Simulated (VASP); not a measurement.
The system is Cu.

```xyz
1
Lattice="0.0000 1.8075 1.8075 1.8075 0.0000 1.8075 1.8075 1.8075 0.0000" Properties=species:S:1:pos:R:3 pbc="T T T"
Cu    0.0000    0.0000    0.0000
```

```yaml
Program: VASP 6.6.1
Task: relaxation of cell and atoms
Functional: LDA
Potentials_or_basis: VASP PAW LDA potentials, release 64 (Cu)
Cutoff: 600 eV
k_mesh: 8 × 8 × 8
Occupations: gaussian, width 0.05 eV
Spin: no spin polarisation
```

At the start: pressure -10.8 GPa; volume 11.81 Å³/atom.

**Question.** How do energy, volume and symmetry change on relaxing?

**Answer.** Over 3 steps the energy falls by 29.5 meV/atom and the volume is 11.00 Å³/atom (-6.8 %); space group Fm-3m (No. 225, to 0.05 Å).

Step by step:
| step | energy change (eV) | largest force (eV/Å) | pressure (GPa) | volume (Å³) |
| --- | --- | --- | --- | --- |
| 1 | 0.0000 | 0.0000 | -10.83 | 11.81 |
| 2 | -0.0153 | 0.0000 | 9.50 | 10.50 |
| 3 | -0.0295 | 0.0000 | -0.04 | 11.00 |

Final structure:
```
Cu
1.0
     0.00000    1.76529    1.76529
     1.76529    0.00000    1.76529
     1.76529    1.76529    0.00000
Cu
1
Cartesian
  0.0000 0.0000 0.0000
```

Caveat: the k points lie up to 0.39 Å⁻¹ apart in the final cell.
